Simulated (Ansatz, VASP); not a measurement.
Sr: VASP beside Ansatz

```
Sr
1.0
    -3.65627    3.65627    1.99356
     3.65627   -3.65627    1.99356
     3.65627    3.65627   -1.99356
Sr
2
Direct
  0.00000 0.00000 0.00000
  0.75000 0.25000 0.50000
```

Alike in both runs: task single point; functional PBE; k mesh 8 × 8 × 8; occupations fermi-dirac, width 0.05 eV; no spin polarisation.

|  | VASP | Ansatz |
| --- | --- | --- |
| version | VASP 6.6.1 | Ansatz 0.2.0 |
| potentials or method | VASP PAW PBE potentials, release 64 (Sr_sv) | Ansatz PAW |
| plane-wave cutoff (eV) | 520 | 420 |
| valence electrons in the cell | 20 | 20 |

```tsv
	VASP	Ansatz	Ansatz less VASP
gap on the k mesh at the Fermi level (eV)	none	none	-
pressure (GPa)	0.4	0.4	0.00
traceless stress, the component that is largest in VASP (GPa)	-0.35	-0.34	+0.003
```

A gap of «none» marks a metal or a gap that the smearing closes.
